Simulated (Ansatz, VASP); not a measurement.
## Two plane-wave programs on SiO2

```
CELL_PARAMETERS angstrom
4.17730 0.00000 0.00000
0.00000 4.17730 0.00000
0.00000 0.00000 5.33040
ATOMIC_POSITIONS crystal
Si 0.00000 0.00000 0.00000
Si 0.50000 0.50000 0.25000
Si 0.00000 0.00000 0.50000
Si 0.50000 0.50000 0.75000
O 0.30590 0.30590 0.00000
O 0.19410 0.80590 0.25000
O 0.69410 0.69410 0.00000
O 0.80590 0.19410 0.25000
O 0.30590 0.30590 0.50000
O 0.19410 0.80590 0.75000
O 0.69410 0.69410 0.50000
O 0.80590 0.19410 0.75000
```

Alike in both runs: task single point; functional PBE; k mesh 4 × 4 × 2; occupations fermi-dirac, width 0.02 eV; no spin polarisation.

|  | VASP | Ansatz |
| --- | --- | --- |
| version | VASP 6.6.1 | Ansatz 0.2.0 |
| potentials or method | VASP PAW PBE potentials, release 64 (Si, O), cutoff 600 eV | plane waves, PAW |
| valence electrons in the cell | 64 | 64 |

|  | VASP | Ansatz | Ansatz less VASP |
| --- | --- | --- | --- |
| gap on the k mesh at the Fermi level (eV) | 5.62 | 5.64 | +0.014 |

With one functional, cell and mesh, what is left measures potentials, basis and numerics.

The k mesh is coarse, so the values compare programs but aren't converged.
